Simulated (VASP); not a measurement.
# NaCa (R-3m) in VASP: a series of runs

Runs on NaCa. Level: PBE. Tasks: single point, relaxation of cell and atoms.

All numbers are computed with VASP 6.6.1; they aren't measurements. Logs are shortened: lines on timing, memory, paths and dates and some standing lists are left out, and cuts for length are marked.

## Step 1: The cell of the first run

The structure is trigonal, space group R-3m (No. 166). The conventional cell has a = 3.844 Å, b = 3.844 Å, c = 19.189 Å, α = 90.00°, β = 90.00°, γ = 120.00°. Na (site symmetry -3m) has 6 Na at 3.84 Å and 6 Ca at 3.89 Å within 5.0 Å. Within 5.0 Å of Ca (site symmetry -3m) lie 6 Ca at 3.84 Å and 6 Na at 3.89 Å.

## Step 2: Single point, PBE

Contents of INCAR:

```
PREC = Accurate
ENCUT = 500
EDIFF = 1E-6
ISMEAR = 0
SIGMA = 0.1
LREAL = False
LASPH = True
NELM = 120
ALGO = Normal
ISIF = 2
LWAVE = False
LCHARG = False
GGA = PE
NBANDS = 16
GGA_COMPAT = False
```

Contents of KPOINTS:

```
Automatic mesh
0
Gamma
  6 6 6
```

Contents of POSCAR:

```
NaCa
1.0
    1.9218252298      1.1095663137      6.3962217670
   -1.9218252298      1.1095663137      6.3962217670
    0.0000000000     -2.2191326275      6.3962217669
Na Ca
1 1
Direct
    0.0000000000      0.0000000000      0.0000000000
    0.5000000000      0.5000000000      0.5000000000
```

Potentials or basis: VASP PAW PBE potentials, release 64 (Na_pv, Ca_sv).

Run with:

```bash
$ cat potpaw_PBE.64/Na_pv/POTCAR potpaw_PBE.64/Ca_sv/POTCAR > POTCAR
$ mpirun -np 1 vasp_std > vasp.out
```

OUTCAR:

```text
PREC = Accurate
   ENCUT = 500
   EDIFF = 1E-6
   ISMEAR = 0
   LREAL = False
   LASPH = True
   NELM = 120
   ISIF = 2
   GGA = PE

 ion  position               nearest neighbor table
   1  0.000  0.000  0.000-
   2  0.500  0.500  0.500-

  LATTYP: Found a trigonal (rhomboedric) cell.
 ALAT       =     6.7702439034
 COS(alpha) =     0.8388430100

  Lattice vectors:

 A1 = (   1.9218252298,   1.1095663137,   6.3962217670)
 A2 = (  -1.9218252298,   1.1095663137,   6.3962217670)
 A3 = (   0.0000000000,  -2.2191326275,   6.3962217669)

Analysis of symmetry for initial positions (statically):
=====================================================================
 Subroutine PRICEL returns:
 Original cell was already a primitive cell.

 Routine SETGRP: Setting up the symmetry group for a
 trigonal (rhombohedral) supercell.

 Subroutine GETGRP returns: Found 12 space group operations
 (whereof 12 operations were pure point group operations)
 out of a pool of 12 trial point group operations.

The static configuration has the point symmetry D_3d.

Analysis of symmetry for dynamics (positions and initial velocities):
=====================================================================
 Subroutine PRICEL returns:
 Original cell was already a primitive cell.

 Routine SETGRP: Setting up the symmetry group for a
 trigonal (rhombohedral) supercell.

 Subroutine GETGRP returns: Found 12 space group operations
 (whereof 12 operations were pure point group operations)
 out of a pool of 12 trial point group operations.

The dynamic configuration has the point symmetry D_3d.

 Subroutine INISYM returns: Found 12 space group operations
 (whereof 12 operations are pure point group operations),
 and found     1 'primitive' translations

----------------------------------------------------------------------------------------

                                     Primitive cell

  volume of cell :      81.8355

  direct lattice vectors                    reciprocal lattice vectors
     1.921825230  1.109566314  6.396221767     0.260169339  0.150208838  0.052114099
    -1.921825230  1.109566314  6.396221767    -0.260169339  0.150208838  0.052114099
     0.000000000 -2.219132628  6.396221767     0.000000000 -0.300417676  0.052114099

  length of vectors
[... 80 lines left out ...]
   ENCUT  =  500.0 eV  36.75 Ry    6.06 a.u.  12.34 12.34 12.34*2*pi/ulx,y,z
   NELM   =    120;   NELMIN=  2; NELMDL= -5     # of ELM steps
   EDIFF  = 0.1E-05   stopping-criterion for ELM
   LREAL  =      F    real-space projection
   EDIFFG = 0.1E-04   stopping-criterion for IOM
   NSW    =      0    number of steps for IOM
   IBRION =     -1    ionic relax: 0-MD 1-quasi-New 2-CG
   NFREE  =      0    steps in history (QN), initial steepest desc. (CG)
   ISIF   =      2    stress and relaxation
   ISYM   =      2    0-nonsym 1-usesym 2-fastsym
   POTIM  = 0.5000    time-step for ionic-motion
   TEBEG  =    0.0;   TEEND  =   0.0 temperature during run
   PSTRESS=    0.0 pullay stress
   NELECT =      17.0000    total number of electrons
   NUPDOWN=      -1.0000    fix difference up-down
   EMIN   =  10.00;   EMAX   =-10.00  energy-range for DOS
   EFERMI =   0.00;   METHOD = LEGACY
   ISMEAR =     0;   SIGMA  =   0.10  broadening in eV -4-tet -1-fermi 0-gaus
   EFERMI_NEDOS =   21; number of points for ismear=-14 and -15
   IALGO  =     38    algorithm
   IMIX   =      4    mixing-type and parameters
     AMIX     =   0.40;   BMIX     =  1.00
     AMIX_MAG =   1.60;   BMIX_MAG =  1.00
  volume/ion in A,a.u.               =      40.92       276.13
  Fermi-wavevector in a.u.,A,eV,Ry     =   0.969566  1.832213 12.790256  0.940057
  Thomas-Fermi vector in A             =   2.099629
   LORBIT       =      0    0 simple, 1 ext, 2 COOP (PROOUT), +10 PAW based schemes
   GGA     = PE    functional components
   LHFCALC =     F    Hartree Fock is set to
   AEXX    =    0.0000 exact exchange contribution
   IVDW    =     0    specifies the selected vdW correction
   LEPSILON=     F    determine dielectric tensor
   LRPA    =     F    only Hartree local field effects (RPA)
 non-spin polarized calculation
 Gauss-broadening in eV      SIGMA  =   0.10
  energy-cutoff  :      500.00
  volume of cell :       81.84
 maximum number of plane-waves:      2089
 NGX is ok and might be reduce to    50
   NGX = 25   NGY = 25   NGZ = 25

 number of electron      17.0000002 magnetization

 Free energy of the ion-electron system (eV)
  ---------------------------------------------------
  ext. energy  EPLUGINS =         0.00000000
  ---------------------------------------------------
  free energy    TOTEN  =        -3.11029592 eV

  energy without entropy =       -3.10314551  energy(sigma->0) =       -3.10672071

 E-fermi :   1.0888     XC(G=0):  -7.0764

 val. band max:        1.0648384955   @ k =  -0.3333   0.1667   0.1667
 cond. band min:       1.0903755256   @ k =  -0.3333   0.3333   0.1667
 fundamental gap:      0.0255370301
 Fermi energy:         1.0888297073

 k-point     1 :       0.0000    0.0000    0.0000
  band No.  band energies     occupation
      1     -41.2659      2.00000
      2     -23.5070      2.00000
      3     -23.5015      2.00000
      4     -23.5015      2.00000
      5     -22.2671      2.00000
      6     -22.1736      2.00000
[... 433 lines left out ...]
      3     -23.5090      2.00000
      4     -23.5038      2.00000
      5     -22.2803      2.00000
      6     -22.2510      2.00000
[... 8 lines left out ...]
     15       5.4032      0.00000
     16       6.2248      0.00000

 [... further k-points ...]

------------------------ aborting loop because EDIFF is reached ----------------------------------------

  FORCE on cell =-STRESS in cart. coord.  units (eV):
  Direction    XX          YY          ZZ          XY          YZ          ZX
  --------------------------------------------------------------------------------------
  -------------------------------------------------------------------------------------
  Total        0.0068903      0.0068903     -0.0327907      0.0000000      0.0000000     -0.0000000
  in kB        0.1348982      0.1348982     -0.6419767      0.0000000      0.0000000     -0.0000000
  external PRESSURE =      -0.1240601 kB  Pullay stress =       0.0000000 kB

 VOLUME and BASIS-vectors are now :
 -----------------------------------------------------------------------------
  energy-cutoff  :      500.00
  volume of cell :       81.84
      direct lattice vectors                 reciprocal lattice vectors
     1.921825230  1.109566314  6.396221767     0.260169339  0.150208838  0.052114099
    -1.921825230  1.109566314  6.396221767    -0.260169339  0.150208838  0.052114099
     0.000000000 -2.219132628  6.396221767     0.000000000 -0.300417676  0.052114099

 POSITION                                       TOTAL-FORCE (eV/Angst)
 -----------------------------------------------------------------------------------
      0.00000      0.00000      0.00000        -0.000000      0.000000     -0.000000
      0.00000     -0.00000      9.59433         0.000000     -0.000000      0.000000
 -----------------------------------------------------------------------------------
    total drift:                               -0.000000     -0.000000      0.000000

  FREE ENERGIE OF THE ION-ELECTRON SYSTEM (eV)
  ---------------------------------------------------
  free  energy   TOTEN  =        -3.1102959161 eV

  energy  without entropy=       -3.1031455071  energy(sigma->0) =       -3.10672071
```

OSZICAR:

```text
N       E                     dE             d eps       ncg     rms          rms(c)
DAV:   1     0.139713468161E+03    0.13971E+03   -0.80805E+03  1024   0.912E+02
DAV:   2     0.404893411265E+01   -0.13566E+03   -0.13281E+03  1232   0.293E+02
DAV:   3    -0.299470753692E+01   -0.70436E+01   -0.69414E+01  1904   0.608E+01
DAV:   4    -0.313135699880E+01   -0.13665E+00   -0.13628E+00  1144   0.639E+00
DAV:   5    -0.313979444035E+01   -0.84374E-02   -0.84344E-02  1664   0.105E+00    0.202E+00
DAV:   6    -0.311170369063E+01    0.28091E-01   -0.48459E-02  1328   0.126E+00    0.128E+00
DAV:   7    -0.311076034812E+01    0.94334E-03   -0.22081E-02  1312   0.963E-01    0.348E-01
DAV:   8    -0.311025236999E+01    0.50798E-03   -0.28515E-03  1272   0.442E-01    0.252E-02
DAV:   9    -0.311029060930E+01   -0.38239E-04   -0.34143E-04  1632   0.983E-02    0.306E-02
DAV:  10    -0.311029684039E+01   -0.62311E-05   -0.33881E-05  1152   0.517E-02    0.117E-02
DAV:  11    -0.311029571515E+01    0.11252E-05   -0.46037E-06  1216   0.254E-02    0.545E-03
DAV:  12    -0.311029591605E+01   -0.20091E-06   -0.17653E-07   640   0.393E-03
   1 F= -.31102959E+01 E0= -.31067207E+01  d E =-.715041E-02
```

It took 1.8 min on 1 thread of Intel Xeon 6975P-C, shared host; peak memory 0.35 GiB.

What came out:

```
Free energy : -3.1103 eV
Pressure    : 0.0 GPa
```

Stress tensor (GPa, compression positive):
```
 0.01  0.00  0.00
 0.00  0.01  0.00
 0.00  0.00 -0.06
```

## Step 3: Relaxation of cell and atoms, PBE

This run uses another cell than the first one, of 23.73 Å³/atom, 0.580 times its volume.

Contents of INCAR:

```
SYSTEM = NaCa
  ALGO = Normal
  EDIFF = 1E-7
  EDIFFG = -0.04
  ENCUT = 500
  GGA = PE
  GGA_COMPAT = .False.
  IBRION = 2
  ISIF = 3
  ISMEAR = 0
  LASPH = .True.
  LCHARG = .False.
  LREAL = .False.
  LWAVE = .False.
  NELM = 120
  NELMIN = 4
  NSW = 90
  PREC = Accurate
  SIGMA = 0.1
```

Contents of KPOINTS:

```
k-points
0
Gamma
  6 6 6
  0 0 0
```

Contents of POSCAR:

```
NaCa
1.0
    1.6262809503      0.9389337444      5.1800059899
   -1.6262809503      0.9389337444      5.1800059899
    0.0000000000     -1.8778674889      5.1800059899
Na Ca
1 1
Direct
    0.0000000000      0.0000000000      0.0000000000
    0.5000000000      0.5000000000      0.5000000000
```

Potentials or basis: VASP PAW PBE potentials, release 64 (Na_pv, Ca_sv).

Run with:

```bash
$ cat potpaw_PBE.64/Na_pv/POTCAR potpaw_PBE.64/Ca_sv/POTCAR > POTCAR
$ mpirun -np 1 vasp_std > vasp.out
```

OUTCAR:

```text
SYSTEM = NaCa
   EDIFF = 1E-7
   EDIFFG = -0.04
   ENCUT = 500
   GGA = PE
   IBRION = 2
   ISIF = 3
   ISMEAR = 0
   LASPH = .True.
   LREAL = .False.
   NELM = 120
   NELMIN = 4
   NSW = 90
   PREC = Accurate

 ion  position               nearest neighbor table
   1  0.000  0.000  0.000-
   2  0.500  0.500  0.500-

  LATTYP: Found a trigonal (rhomboedric) cell.
 ALAT       =     5.5098864200
 COS(alpha) =     0.8257648184

  Lattice vectors:

 A1 = (   1.6262809503,   0.9389337444,   5.1800059899)
 A2 = (  -1.6262809503,   0.9389337444,   5.1800059899)
 A3 = (   0.0000000000,  -1.8778674889,   5.1800059899)

Analysis of symmetry for initial positions (statically):
=====================================================================
 Subroutine PRICEL returns:
 Original cell was already a primitive cell.

 Routine SETGRP: Setting up the symmetry group for a
 trigonal (rhombohedral) supercell.

 Subroutine GETGRP returns: Found 12 space group operations
 (whereof 12 operations were pure point group operations)
 out of a pool of 12 trial point group operations.

The static configuration has the point symmetry D_3d.

Analysis of symmetry for dynamics (positions and initial velocities):
=====================================================================
 Subroutine PRICEL returns:
 Original cell was already a primitive cell.

 Routine SETGRP: Setting up the symmetry group for a
 trigonal (rhombohedral) supercell.

 Subroutine GETGRP returns: Found 12 space group operations
 (whereof 12 operations were pure point group operations)
 out of a pool of 12 trial point group operations.

The dynamic configuration has the point symmetry D_3d.

 Subroutine INISYM returns: Found 12 space group operations
 (whereof 12 operations are pure point group operations),
 and found     1 'primitive' translations

----------------------------------------------------------------------------------------

                                     Primitive cell

  volume of cell :      47.4583

  direct lattice vectors                    reciprocal lattice vectors
     1.626280950  0.938933744  5.180005990     0.307449952  0.177506313  0.064349990
    -1.626280950  0.938933744  5.180005990    -0.307449952  0.177506313  0.064349990
     0.000000000 -1.877867489  5.180005990     0.000000000 -0.355012625  0.064349990

  length of vectors
     5.509886420  5.509886420  5.509886420     0.360797568  0.360797568  0.360797568

  position of ions in fractional coordinates (direct lattice)
     0.000000000  0.000000000  0.000000000
     0.500000000  0.500000000  0.500000000

  ion indices of the primitive-cell ions
   primitive index   ion index
                 1           1
                 2           2

----------------------------------------------------------------------------------------

 KPOINTS: k-points

Automatic generation of k-mesh.
 Grid dimensions read from file:
[... 52 lines left out ...]
   ions per type =               1   1
   NGX,Y,Z   is equivalent  to a cutoff of  12.07, 12.07, 12.07 a.u.
   NGXF,Y,Z  is equivalent  to a cutoff of  24.14, 24.14, 24.14 a.u.
 SYSTEM =  NaCa
   PREC   = accura    normal or accurate (medium, high low for compatibility)
   ISTART =      0    job   : 0-new  1-cont  2-samecut
   ICHARG =      2    charge: 1-file 2-atom 10-const
   ISPIN  =      1    spin polarized calculation?
   LNONCOLLINEAR =      F non collinear calculations
   LSORBIT =      F    spin-orbit coupling
   LASPH  =      T    aspherical Exc in radial PAW
   ENCUT  =  500.0 eV  36.75 Ry    6.06 a.u.  10.05 10.05 10.05*2*pi/ulx,y,z
   NELM   =    120;   NELMIN=  4; NELMDL= -5     # of ELM steps
   EDIFF  = 0.1E-06   stopping-criterion for ELM
   LREAL  =      F    real-space projection
   EDIFFG = -.4E-01   stopping-criterion for IOM
   NSW    =     90    number of steps for IOM
   IBRION =      2    ionic relax: 0-MD 1-quasi-New 2-CG
   NFREE  =      1    steps in history (QN), initial steepest desc. (CG)
   ISIF   =      3    stress and relaxation
   ISYM   =      2    0-nonsym 1-usesym 2-fastsym
   POTIM  = 0.5000    time-step for ionic-motion
   TEBEG  =    0.0;   TEEND  =   0.0 temperature during run
   PSTRESS=    0.0 pullay stress
   NELECT =      17.0000    total number of electrons
   NUPDOWN=      -1.0000    fix difference up-down
   EMIN   =  10.00;   EMAX   =-10.00  energy-range for DOS
   EFERMI =   0.00;   METHOD = LEGACY
   ISMEAR =     0;   SIGMA  =   0.10  broadening in eV -4-tet -1-fermi 0-gaus
   EFERMI_NEDOS =   21; number of points for ismear=-14 and -15
   IALGO  =     38    algorithm
   IMIX   =      4    mixing-type and parameters
     AMIX     =   0.40;   BMIX     =  1.00
     AMIX_MAG =   1.60;   BMIX_MAG =  1.00
  volume/ion in A,a.u.               =      23.73       160.13
  Fermi-wavevector in a.u.,A,eV,Ry     =   1.162663  2.197114 18.392150  1.351785
  Thomas-Fermi vector in A             =   2.299221
   LORBIT       =      0    0 simple, 1 ext, 2 COOP (PROOUT), +10 PAW based schemes
   GGA     = PE    functional components
   LHFCALC =     F    Hartree Fock is set to
   AEXX    =    0.0000 exact exchange contribution
   IVDW    =     0    specifies the selected vdW correction
   LEPSILON=     F    determine dielectric tensor
   LRPA    =     F    only Hartree local field effects (RPA)
 conjugate gradient relaxation of ions
 non-spin polarized calculation
 Gauss-broadening in eV      SIGMA  =   0.10
  energy-cutoff  :      500.00
  volume of cell :       47.46
 maximum number of plane-waves:      1218
   NGX = 21   NGY = 21   NGZ = 21

--------------------------------------- Ionic step        1  -------------------------------------------

 number of electron      17.0000006 magnetization

 Free energy of the ion-electron system (eV)
  ---------------------------------------------------
  ext. energy  EPLUGINS =         0.00000000
  ---------------------------------------------------
  free energy    TOTEN  =        -1.96405834 eV

  energy without entropy =       -1.95414636  energy(sigma->0) =       -1.95910235

------------------------ aborting loop because EDIFF is reached ----------------------------------------

  FORCE on cell =-STRESS in cart. coord.  units (eV):
  Direction    XX          YY          ZZ          XY          YZ          ZX
  --------------------------------------------------------------------------------------
  -------------------------------------------------------------------------------------
  Total        4.6225371      4.6225371      4.6539747      0.0000000     -0.0000000     -0.0000000
  in kB      156.0554537    156.0554537    157.1167773      0.0000000     -0.0000000     -0.0000000
  external PRESSURE =     156.4092283 kB  Pullay stress =       0.0000000 kB
[... 203 lines left out ...]
--------------------------------------- Ionic step        7  -------------------------------------------

 number of electron      16.9999990 magnetization

 Free energy of the ion-electron system (eV)
  ---------------------------------------------------
  ext. energy  EPLUGINS =         0.00000000
  ---------------------------------------------------
  free energy    TOTEN  =        -3.08840710 eV

  energy without entropy =       -3.08126739  energy(sigma->0) =       -3.08483725

 E-fermi :   1.1224     XC(G=0):  -7.1017

 val. band max:        1.1199650913   @ k =  -0.3333   0.3333   0.1667
 cond. band min:       1.1491002841   @ k =   0.0000   0.0000   0.0000
 fundamental gap:      0.0291351928
 Fermi energy:         1.1223505650

 k-point     1 :       0.0000    0.0000    0.0000
  band No.  band energies     occupation
      1     -41.2113      2.00000
      2     -23.4616      2.00000
      3     -23.4556      2.00000
      4     -23.4556      2.00000
      5     -22.2141      2.00000
      6     -22.1180      2.00000
      7     -22.1180      2.00000
      8      -2.5862      2.00000
      9       0.6694      2.00000
     10       1.1491      0.70521
     11       3.3722      0.00000
     12       3.3722      0.00000
[... 331 lines left out ...]
 k-point    24 :      -0.3333    0.5000    0.1667
  band No.  band energies     occupation
      1     -41.1994      2.00000
      2     -23.4746      2.00000
      3     -23.4637      2.00000
      4     -23.4581      2.00000
      5     -22.2305      2.00000
      6     -22.1972      2.00000
      7     -22.1658      2.00000
      8       0.6002      2.00000
      9       1.0208      1.84887
     10       1.6296      0.00000
     11       2.7543      0.00000
     12       3.0627      0.00000

 [... further k-points ...]

------------------------ aborting loop because EDIFF is reached ----------------------------------------

  FORCE on cell =-STRESS in cart. coord.  units (eV):
  Direction    XX          YY          ZZ          XY          YZ          ZX
  --------------------------------------------------------------------------------------
  -------------------------------------------------------------------------------------
  Total        0.0620490      0.0620490     -0.0731559      0.0000000      0.0000000      0.0000000
  in kB        1.2257075      1.2257075     -1.4451127      0.0000000      0.0000000      0.0000000
  external PRESSURE =       0.3354341 kB  Pullay stress =       0.0000000 kB
[... 17 lines left out ...]
  FREE ENERGIE OF THE ION-ELECTRON SYSTEM (eV)
  ---------------------------------------------------
  free  energy   TOTEN  =        -3.0884071022 eV

  energy  without entropy=       -3.0812673944  energy(sigma->0) =       -3.08483725

 reached required accuracy - stopping structural energy minimisation
```

It took 3.4 min on 1 thread of Intel Xeon 6975P-C, shared host; peak memory 0.26 GiB.

What came out:

| Item | Value |
| --- | --- |
| Free energy | -3.0884 eV |
| Relaxed volume | 40.55 Å³/atom |
| Relaxed cell | a = 6.773 Å, b = 6.773 Å, c = 6.773 Å, α = 32.80°, β = 32.80°, γ = 32.80° |
| Space group after relaxing (to 0.05 Å) | R-3m (No. 166) |
| Energy gained by relaxing | 562.2 meV/atom |
| Ionic steps | 7 |
| Pressure after relaxing | 0.0 GPa |

Stress tensor (GPa, compression positive):
```
 0.12  0.00  0.00
 0.00  0.12  0.00
 0.00  0.00 -0.14
```

The path:
```csv
step,energy change (eV),largest force (eV/Å),pressure (GPa),volume (Å³)
1,0.0000,0.0000,15.64,47.46
2,-0.9575,0.0000,3.83,65.21
3,-1.1039,0.0000,0.92,75.70
4,-1.1179,0.0000,0.13,80.06
5,-1.1182,0.0000,0.00,80.91
6,-1.1219,0.0000,0.01,80.98
7,-1.1243,0.0000,0.03,81.11
```

Final structure:
```
Na Ca
1.0
     1.91220    1.10401    6.40323
    -1.91220    1.10401    6.40323
     0.00000   -2.20802    6.40323
Na Ca
1 1
Direct
  0.00000 0.00000 0.00000
  0.50000 0.50000 0.50000
```

Caveat: the k points lie up to 0.32 Å⁻¹ apart in the final cell; the volume moved by over 15 % at a fixed basis, so the end points are rough.
